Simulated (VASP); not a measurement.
# LiAl32O48 (a cell with a defect) in VASP: a series of runs, part 2 of 4

VASP 6.6.1. Earlier steps stand in the parts before.

## (3) Single point, PBE

INCAR reads:

```
PREC = Accurate
ENCUT = 650
EDIFF = 1E-6
ISMEAR = -1
SIGMA = 0.01
LREAL = Auto
LASPH = T
NELM = 120
ALGO = Normal
ISIF = 2
LWAVE = F
LCHARG = F
GGA = PE
NBANDS = 240
NELECT = 386.0
GGA_COMPAT = F
ISYM = -1
```

KPOINTS reads:

```
explicit points
1
Reciprocal
  0.25000000   0.25000000   0.25000000 1
```

POSCAR reads:

```
LiAl32O48
1.0
    4.8078835200      2.7758328500      8.7484141900
   -4.8078835200      2.7758328500      8.7484141900
    0.0000000000     -5.5516656900      8.7484141900
Al O Li
32 48 1
Direct
    0.3324188500      0.3331056100      0.3336626200
    0.4299969900      0.4306913800      0.4312561300
    0.0695620700      0.0702556100      0.0708204500
    0.1671525200      0.1678443400      0.1683997300
    0.3239567700      0.3243568800      0.8252523300
    0.4268026700      0.4287437700      0.9253780500
    0.0727484000      0.0721985600      0.5767071100
    0.1756016800      0.1765930900      0.6768200600
    0.3236606200      0.8246870000      0.3252156900
    0.4280522800      0.9248050800      0.4280685100
    0.0715058300      0.5761385100      0.0740135400
    0.1758967400      0.6762606800      0.1768585100
    0.3237824800      0.8241438800      0.8241302500
    0.4264675000      0.9254840100      0.9260401100
    0.0730913000      0.5754669800      0.5760319100
    0.1757735900      0.6768035900      0.6779499500
    0.8239952000      0.3246537700      0.3249192400
    0.9241151500      0.4275044400      0.4293105500
    0.5754445900      0.0734479300      0.0727686800
    0.6755691700      0.1762949700      0.1771552000
    0.8228669700      0.3244803200      0.8247061700
    0.9247846000      0.4271618600      0.9260433800
    0.5747719600      0.0737880800      0.5760290200
    0.6766876400      0.1764684300      0.6773692300
    0.8234503500      0.8235648400      0.3250467100
    0.9247870600      0.9254827600      0.4277267600
    0.5747734400      0.5754735300      0.0743491800
    0.6761087900      0.6773856100      0.1770371600
    0.8233906700      0.8240899300      0.8246567400
    0.9257553300      0.9264525300      0.9270199500
    0.5737993200      0.5744939100      0.5750625700
    0.6761612100      0.6768609000      0.6774243300
    0.2188261700      0.0349969400      0.3710245900
    0.4652527900      0.1304891300      0.2819886000
    0.0343047300      0.3704569000      0.2200904100
    0.3697613300      0.2195244300      0.0355660500
    0.1297985600      0.2814241000      0.4665111500
    0.2807272500      0.4659460600      0.1310573300
    0.2214111100      0.0267680100      0.8746541800
    0.4713841200      0.1250390900      0.7809644500
    0.0281713500      0.3759121100      0.7211078000
    0.3747530700      0.2244061000      0.5329930100
    0.1248086000      0.2765465900      0.9690751800
    0.2781451800      0.4741813000      0.6274225800
    0.2237120700      0.5324328200      0.3760091300
    0.4734876100      0.6268566600      0.2794062500
    0.0260739700      0.8740901200      0.2226712200
    0.3752160600      0.7205494400      0.0294300100
    0.1243430500      0.7804014600      0.4726461000
    0.2758495700      0.9685141000      0.1260649600
    0.2219915800      0.5277267700      0.8776473100
    0.4715672100      0.6261120600      0.7786021000
    0.0279893400      0.8748335400      0.7234800900
    0.3742469400      0.7241737900      0.5287107700
    0.1253087300      0.7767740700      0.9733705500
    0.2775599500      0.9732186000      0.6244363900
    0.7198533800      0.0288678500      0.3764748200
    0.9678221100      0.1255054600      0.2771031700
    0.5317434400      0.3754460000      0.2249645200
    0.8733973900      0.2221079800      0.0273292200
    0.6261630400      0.2788425200      0.4747450400
    0.7797073700      0.4720832700      0.1255998800
    0.7222144400      0.0286863800      0.8753996300
    0.9721041800      0.1260056400      0.7773393400
    0.5274435200      0.3749417400      0.7247439600
    0.8763825600      0.2226908600      0.5282931600
    0.6231737400      0.2782565300      0.9737859900
    0.7773377900      0.4722614800      0.6266779500
    0.7234766700      0.5281462100      0.3755082000
    0.9725257600      0.6238681700      0.2788238700
    0.5270337200      0.8770764600      0.2232581700
    0.8741370700      0.7229137700      0.0292535300
    0.6254181200      0.7780379300      0.4728273900
    0.7760763600      0.9728046200      0.1265727500
    0.7214351700      0.5284348800      0.8763152900
    0.9718187400      0.6251961000      0.7793832700
    0.5277397600      0.8757533500      0.7226930900
    0.8750577600      0.7221289900      0.5289987100
    0.6244985300      0.7788224600      0.9730803200
    0.7781226500      0.9725146600      0.6257613600
    0.2497622100      0.2504649900      0.2510641900
```

Potentials or basis: VASP PAW PBE potentials, release 64 (Al, O, Li_sv).

The run is started by

```
$ cat potpaw_PBE.64/Al/POTCAR potpaw_PBE.64/O/POTCAR potpaw_PBE.64/Li_sv/POTCAR > POTCAR
$ mpirun -np 1 vasp_std > vasp.out
```

Wall time 9.5 min (1 thread of AMD EPYC 9R45 (Zen 5), shared host); peak memory 1.3 GiB.

Results (log left out):

| Quantity | Value |
| --- | --- |
| Free energy | -609.2063 eV |
| Largest force | 0.038 eV/Å |

Forces on the atoms (eV/Å):
```
Al  -0.005 -0.003  0.013
Al   0.000  0.000 -0.009
Al   0.000  0.002  0.004
Al  -0.005 -0.006 -0.014
Al   0.003  0.000 -0.004
Al   0.005  0.008  0.006
Al   0.001  0.000 -0.002
Al  -0.009 -0.002  0.005
Al   0.001 -0.001 -0.001
Al   0.000  0.003  0.006
Al   0.001 -0.003 -0.004
Al  -0.002 -0.004  0.006
Al  -0.006 -0.003  0.002
Al  -0.005  0.001  0.005
Al   0.002  0.004 -0.002
Al  -0.003 -0.005 -0.002
Al   0.001  0.002  0.000
Al   0.002  0.008  0.006
Al  -0.006 -0.001 -0.007
Al  -0.007 -0.010  0.004
Al  -0.004 -0.005  0.003
Al   0.013  0.002  0.004
Al  -0.003  0.002 -0.005
Al  -0.001 -0.001  0.009
Al  -0.001 -0.011  0.001
Al   0.005  0.007  0.002
Al   0.007 -0.007 -0.008
Al  -0.002  0.000  0.006
Al  -0.006 -0.009  0.003
Al   0.005  0.004  0.003
Al  -0.001  0.003  0.000
Al  -0.001 -0.004  0.004
O    0.034 -0.013 -0.009
O    0.029  0.023  0.008
O   -0.028 -0.021 -0.010
O   -0.004  0.037 -0.009
O    0.004 -0.035  0.008
O   -0.032  0.014  0.008
O    0.023  0.000 -0.001
O    0.012  0.020 -0.001
O   -0.011 -0.020 -0.002
O   -0.004  0.016  0.003
O    0.005 -0.016 -0.005
O   -0.021  0.002  0.000
O    0.017 -0.004  0.003
O    0.012  0.020 -0.001
O   -0.011 -0.017 -0.002
O   -0.012  0.020 -0.002
O    0.012 -0.019 -0.001
O   -0.016  0.004 -0.005
O    0.023 -0.001 -0.001
O    0.010  0.021 -0.001
O   -0.009 -0.019 -0.001
O   -0.011  0.019 -0.001
O    0.011 -0.017  0.000
O   -0.022  0.002  0.001
O    0.023  0.002 -0.002
O    0.011  0.011 -0.005
O   -0.011 -0.011  0.003
O   -0.009  0.020 -0.001
O    0.011 -0.019 -0.001
O   -0.023 -0.001 -0.001
O    0.023  0.002 -0.001
O    0.011  0.019 -0.001
O   -0.008 -0.018  0.000
O   -0.009  0.021  0.000
O    0.010 -0.019  0.001
O   -0.021  0.000  0.001
O    0.021  0.002 -0.002
O    0.014  0.020  0.000
O   -0.012 -0.017 -0.001
O   -0.011  0.019 -0.001
O    0.013 -0.019  0.001
O   -0.020  0.001  0.000
O    0.024  0.000 -0.001
O    0.012  0.021 -0.002
O   -0.010 -0.019 -0.001
O   -0.012  0.020 -0.001
O    0.012 -0.020 -0.001
O   -0.023  0.001  0.000
Li  -0.003 -0.004  0.001
```

Levels at points of the mesh, in eV from the Fermi level:
```csv
k point,band 191,band 192,band 193,band 194,band 195,band 196
"(0.25, 0.25, 0.25)",-0.46,-0.29,-0.29,5.92,7.40,8.36
```

Caveat: the cell carries a net charge on a neutralising background, which shifts energy and pressure; the cell is charged against a uniform background, so pressure and absolute levels hang on convention.

## (4) Single point, PBE

INCAR reads:

```
ALGO = Normal
EDIFF = 1E-6
ENCUT = 520
GGA = PE
ISIF = 2
ISMEAR = -1
LASPH = T
LCHARG = F
LREAL = Auto
LWAVE = F
NBANDS = 240
NELECT = 386.0
NELM = 60
PREC = Accurate
SIGMA = 0.01
```

KPOINTS reads:

```
k-points
0
Gamma
  1 1 1
```

POSCAR reads:

```
LiAl32O48
1.0
    4.8078835200      2.7758328500      8.7484141900
   -4.8078835200      2.7758328500      8.7484141900
    0.0000000000     -5.5516656900      8.7484141900
Al O Li
32 48 1
Direct
    0.3212023601      0.3231476006      0.3261615556
    0.4256163475      0.4260031782      0.4262536692
    0.0725752484      0.0738683562      0.0744577531
    0.1744966448      0.1752130615      0.1771369433
    0.3192710187      0.3199704630      0.8202342914
    0.4168598450      0.4175615309      0.9178131123
    0.0731080778      0.0737998868      0.5740668413
    0.1754641366      0.1761625908      0.6764354023
    0.3228039531      0.8251877615      0.3254285752
    0.4254871834      0.9271028508      0.4267731556
    0.0736906008      0.5740624449      0.0746426931
    0.1737896136      0.6784751474      0.1774933127
    0.3224588757      0.8258875135      0.8221626919
    0.4253055020      0.9259905981      0.9265790877
    0.0731711039      0.5741903924      0.5735390527
    0.1745173812      0.6768721689      0.6754564792
    0.8244704911      0.3235035794      0.3254465945
    0.9258110574      0.4261819543      0.4273732651
    0.5736807317      0.0743884042      0.0743238112
    0.6765276030      0.1744841894      0.1787440848
    0.8251885364      0.3219007354      0.8234181355
    0.9252884699      0.4263164031      0.9262665391
    0.5734973838      0.0732711277      0.5741304046
    0.6761769844      0.1751948842      0.6754743101
    0.8235141196      0.8242092075      0.3244780389
    0.9258793644      0.9265713495      0.4268401929
    0.5821242080      0.5828252199      0.0830841974
    0.6797103356      0.6804100113      0.1806708770
    0.8244902624      0.8251663790      0.8237662768
    0.9264109954      0.9265090060      0.9264481803
    0.5733655871      0.5743770639      0.5746510555
    0.6777838557      0.6772230599      0.6747569654
    0.2215328914      0.0285386458      0.3751652881
    0.4717088663      0.1267963481      0.2777049364
    0.0294032481      0.3747568150      0.2220604547
    0.3745279520      0.2182241403      0.0265137929
    0.1238417584      0.2784021966      0.4729017559
    0.2839446100      0.4692189377      0.1204925213
    0.2218098928      0.0265004027      0.8759807223
    0.4711172694      0.1238087902      0.7767480100
    0.0258048127      0.3757133233      0.7227734115
    0.3750138847      0.2225066617      0.5267698101
    0.1231071298      0.2764892780      0.9720768778
    0.2757877303      0.4718152115      0.6240717947
    0.2222391150      0.5279721384      0.3738477863
    0.4734234642      0.6251535278      0.2824205477
    0.0270448562      0.8758366544      0.2222378636
    0.3794598901      0.7157307661      0.0314173223
    0.1247782929      0.7781483259      0.4721044293
    0.2778792172      0.9702823725      0.1258827885
    0.2175248514      0.5262592886      0.8754884223
    0.4685261048      0.6202199230      0.7849117319
    0.0278434990      0.8749019753      0.7224924090
    0.3740594175      0.7218010607      0.5303612952
    0.1261014336      0.7774391365      0.9726702055
    0.2777045217      0.9726354294      0.6248041257
    0.7212793827      0.0277361633      0.3761002656
    0.9711438857      0.1254719631      0.2784138125
    0.5304550308      0.3801566310      0.2159959470
    0.8728820067      0.2229347778      0.0282384433
    0.6249235723      0.2785788302      0.4705375187
    0.7814581254      0.4741225160      0.1254151620
    0.7211029956      0.0301032241      0.8750192004
    0.9719426815      0.1245378568      0.7786701904
    0.5255572238      0.3752272574      0.7184817696
    0.8742094441      0.2222278277      0.5287996717
    0.6195213837      0.2846540061      0.9694849535
    0.7767473471      0.4724008570      0.6270633988
    0.7231970745      0.5285612197      0.3768332592
    0.9731802452      0.6246608172      0.2781370342
    0.5278661822      0.8765712126      0.2241568750
    0.8758748298      0.7238932106      0.0288278341
    0.6239654582      0.7778666246      0.4741422083
    0.7771730170      0.9738773513      0.1249247354
    0.7150330492      0.5311543062      0.8804235348
    0.9695837409      0.6256205542      0.7788405370
    0.5272750755      0.8735812773      0.7231986047
    0.8751426276      0.7219731600      0.5280082381
    0.6244567215      0.7821577146      0.9743866695
    0.7774515278      0.9718418768      0.6257369222
    0.4994837557      0.5001740824      0.0004778817
```

Potentials or basis: VASP PAW PBE potentials, release 64 (Al, O, Li_sv).

The run is started by

```
$ cat potpaw_PBE.64/Al/POTCAR potpaw_PBE.64/O/POTCAR potpaw_PBE.64/Li_sv/POTCAR > POTCAR
$ mpirun -np 1 vasp_gam > vasp.out
```

OUTCAR:

```text
EDIFF = 1E-6
   ENCUT = 520
   GGA = PE
   ISIF = 2
   ISMEAR = -1
   LASPH = T
   LREAL = Auto
   NELECT = 386.0
   NELM = 60
   PREC = Accurate

 ion  position               nearest neighbor table
   1  0.321  0.323  0.326-  37 1.86  34 1.87  38 1.89  42 1.98  45 1.98  59 2.06   2 2.69   8 2.80
                            81 2.81  20 2.84  12 2.84  18 3.23  10 3.23
   2  0.426  0.426  0.426-  44 1.87  61 1.87  46 1.88  42 1.99  45 1.99  59 2.01   1 2.69  27 2.79
                            15 2.82  23 2.82   5 3.20  17 3.26   9 3.27
   3  0.073  0.074  0.074-  47 1.87  39 1.88  60 1.88  43 1.97  58 1.99  50 2.00   4 2.68  26 2.82
                            22 2.82  14 2.82  12 3.23  20 3.23   8 3.25
   4  0.174  0.175  0.177-  33 1.87  36 1.87  35 1.87  58 1.98  50 2.00  43 2.00   3 2.68   9 2.81
                            17 2.81   5 2.85   7 3.25  11 3.26  19 3.27
   5  0.319  0.320  0.820-  44 1.84  43 1.84  40 1.84  36 2.04  65 2.04  51 2.04   6 2.56  16 2.85
                             4 2.85  24 2.85  14 3.20   2 3.20  22 3.20
   6  0.417  0.418  0.918-  51 1.88  65 1.88  36 1.88  52 1.93  67 1.93  38 1.93  81 2.17   5 2.56
                            31 2.79  11 2.79  19 2.79
   7  0.073  0.074  0.574-  53 1.87  33 1.87  66 1.87  56 2.00  37 2.00  64 2.00   8 2.69  10 2.82
                            30 2.82  18 2.82  16 3.25   4 3.25  24 3.25
   8  0.175  0.176  0.676-  39 1.88  41 1.88  42 1.88  64 1.99  56 1.99  37 1.99   7 2.69   1 2.80
                            13 2.80  21 2.80   3 3.25  15 3.25  23 3.25
   9  0.323  0.825  0.325-  49 1.87  46 1.87  50 1.87  33 1.98  54 2.00  71 2.00  10 2.68   4 2.81
[... 81 lines left out ...]
  67  0.620  0.285  0.969-  21 1.89   6 1.93  81 1.96  19 2.01  20 2.06
  68  0.777  0.472  0.627-  21 1.87  18 1.88  32 1.98  31 1.99
  69  0.723  0.529  0.377-  28 1.84  31 1.87  18 1.97  17 2.00
  70  0.973  0.625  0.278-  18 1.88  25 1.88  12 1.98  11 1.99
  71  0.528  0.877  0.224-  28 1.84  19 1.87  10 1.97   9 2.00
  72  0.876  0.724  0.029-  28 1.84  11 1.87  30 1.97  29 2.00
  73  0.624  0.778  0.474-  10 1.88  25 1.88  32 1.98  31 1.99
  74  0.777  0.974  0.125-  30 1.88  25 1.88  20 1.98  19 1.99
  75  0.715  0.531  0.880-  32 1.89  27 1.93  81 1.96  22 2.01  21 2.06
  76  0.970  0.626  0.779-  22 1.87  29 1.87  16 2.00  15 2.00
  77  0.527  0.874  0.723-  32 1.87  23 1.88  13 1.98  14 1.99
  78  0.875  0.722  0.528-  32 1.86  15 1.87  25 1.99  26 2.00
[... 304 lines left out ...]
   LEPSILON=     F    determine dielectric tensor
   LRPA    =     F    only Hartree local field effects (RPA)
 non-spin polarized calculation
  energy-cutoff  :      520.00
  volume of cell :      700.53
 maximum number of plane-waves:      9404
 NGX is ok and might be reduce to    80
   NGX = 39   NGY = 39   NGZ = 39

 number of electron     386.0000034 magnetization

 Free energy of the ion-electron system (eV)
  ---------------------------------------------------
  ext. energy  EPLUGINS =         0.00000000
  ---------------------------------------------------
  free energy    TOTEN  =      -608.79328921 eV

  energy without entropy =     -608.79328921  energy(sigma->0) =     -608.79328921

 E-fermi :   6.2818     XC(G=0): -11.5599

 val. band max:        5.8889201250   @ k =   0.0000   0.0000   0.0000
 cond. band min:      11.7410957175   @ k =   0.0000   0.0000   0.0000
 fundamental gap:      5.8521755924
 Fermi energy:         6.2817665932

 k-point     1 :       0.0000    0.0000    0.0000
  band No.  band energies     occupation
      1     -36.9413      2.00000
      2     -13.1381      2.00000
      3     -12.2198      2.00000
      4     -12.1997      2.00000
      5     -12.1325      2.00000
      6     -12.0620      2.00000
[... 197 lines left out ...]
    204      15.1098      0.00000
    205      15.1840      0.00000
 [bands above 205 left out]

------------------------ aborting loop because EDIFF is reached ----------------------------------------

  FORCE on cell =-STRESS in cart. coord.  units (eV):
  Direction    XX          YY          ZZ          XY          YZ          ZX
  --------------------------------------------------------------------------------------
  -------------------------------------------------------------------------------------
  Total       -9.4563270     -9.4649453     -0.9962156     -0.0009294     -0.0037494      0.0057824
  in kB      -21.6274456    -21.6471565     -2.2784321     -0.0021257     -0.0085753      0.0132248
  external PRESSURE =     -15.1843447 kB  Pullay stress =       0.0000000 kB

 VOLUME and BASIS-vectors are now :
 -----------------------------------------------------------------------------
  energy-cutoff  :      520.00
  volume of cell :      700.53
      direct lattice vectors                 reciprocal lattice vectors
     4.807883520  2.775832850  8.748414190     0.103995864  0.060042040  0.038102144
    -4.807883520  2.775832850  8.748414190    -0.103995864  0.060042040  0.038102144
     0.000000000 -5.551665690  8.748414190     0.000000000 -0.120084080  0.038102144

 POSITION                                       TOTAL-FORCE (eV/Angst)
 -----------------------------------------------------------------------------------
     -0.00935     -0.02213      8.49044        -0.001541     -0.001671     -0.007736
     -0.00186     -0.00246     11.17936         0.000678      0.001040      0.007349
     -0.00622     -0.00686      1.93254        -0.000243     -0.002069     -0.008965
     -0.00344     -0.01267      4.60907         0.001347      0.001973      0.008013
     -0.00336     -2.77924     12.76810        -0.002060     -0.001642     -0.004450
     -0.00337     -2.77918     15.32927        -0.001056     -0.001705     -0.004750
[... 73 lines left out ...]
     -0.93461      1.38186     20.77775         0.003327      0.001030      0.000714
     -0.00332      2.77223      8.74960         0.001522      0.001975     -0.000353
 -----------------------------------------------------------------------------------
    total drift:                               -0.013041     -0.019245      0.007170

  FREE ENERGIE OF THE ION-ELECTRON SYSTEM (eV)
  ---------------------------------------------------
  free  energy   TOTEN  =      -608.7932892144 eV

  energy  without entropy=     -608.7932892144  energy(sigma->0) =     -608.79328921
```

Wall time 7 min (1 thread of AMD EPYC 7R13 (Zen 3), shared host); peak memory 0.89 GiB.

What came out:

```
Free energy   : -608.7933 eV
Largest force : 0.012 eV/Å
```

Forces on the atoms (eV/Å):
```
Al  -0.002 -0.002 -0.008
Al   0.001  0.001  0.007
Al   0.000 -0.002 -0.009
Al   0.001  0.002  0.008
Al  -0.002 -0.002 -0.004
Al  -0.001 -0.002 -0.005
Al  -0.001 -0.001 -0.009
Al   0.000  0.001  0.007
Al   0.002  0.000 -0.009
Al  -0.002  0.000  0.009
Al   0.001  0.002 -0.008
Al   0.000  0.000  0.007
Al  -0.002  0.001 -0.008
Al  -0.001  0.001  0.009
Al  -0.002  0.000 -0.009
Al   0.002 -0.001  0.007
Al   0.000  0.002 -0.009
Al   0.001  0.000  0.010
Al   0.002  0.001 -0.009
Al   0.001 -0.001  0.007
Al   0.002  0.001 -0.008
Al   0.001  0.000  0.008
Al   0.000  0.000 -0.009
Al  -0.002  0.000  0.009
Al   0.002  0.001 -0.007
Al   0.000  0.000  0.009
Al  -0.001 -0.002  0.004
Al  -0.001 -0.002  0.004
Al   0.000 -0.001 -0.009
Al   0.000  0.001  0.012
Al   0.002  0.001 -0.009
Al   0.000  0.002  0.008
O   -0.002  0.000  0.001
O   -0.003 -0.002  0.002
O    0.002  0.002  0.000
O    0.001 -0.008 -0.003
O   -0.002  0.003 -0.002
O   -0.003 -0.003 -0.007
O   -0.003 -0.001  0.000
O    0.000  0.000 -0.001
O    0.000 -0.001 -0.001
O    0.002 -0.002 -0.001
O   -0.001  0.001 -0.002
O    0.001 -0.001  0.000
O   -0.001  0.001 -0.001
O   -0.005 -0.003  0.003
O    0.002  0.004  0.002
O   -0.005  0.000  0.005
O   -0.002  0.001 -0.001
O    0.003  0.000  0.000
O   -0.007  0.003 -0.003
O   -0.001  0.004 -0.005
O    0.000  0.004  0.000
O    0.002 -0.004  0.000
O   -0.001  0.001  0.002
O    0.004  0.001 -0.001
O   -0.003 -0.001  0.002
O   -0.003 -0.003  0.000
O    0.003 -0.005  0.007
O    0.000 -0.002 -0.002
O    0.000  0.004  0.000
O    0.006 -0.004  0.003
O   -0.003  0.000  0.000
O    0.000 -0.002 -0.001
O    0.005  0.003 -0.002
O    0.001 -0.003  0.000
O    0.004  0.001 -0.007
O    0.001 -0.001  0.001
O   -0.001 -0.001  0.002
O   -0.002 -0.003  0.001
O    0.001  0.002  0.001
O    0.001 -0.001  0.000
O    0.000  0.001  0.001
O    0.000  0.000  0.002
O    0.002  0.004  0.005
O   -0.003 -0.003 -0.001
O    0.001  0.001 -0.001
O    0.003  0.000  0.001
O   -0.003  0.007  0.001
O    0.003  0.001  0.001
Li   0.002  0.002  0.000
```

Caveat: the k points lie up to 0.79 Å⁻¹ apart; the cell carries a net charge on a neutralising background, which shifts energy and pressure; the cell is charged against a uniform background, so pressure and absolute levels hang on convention; the cutoff is under 1.25 times the usual one of these potentials, so pressure, stress and relaxed cells hold a basis-set (Pulay) error.

(Continued in part 3 of 4.)
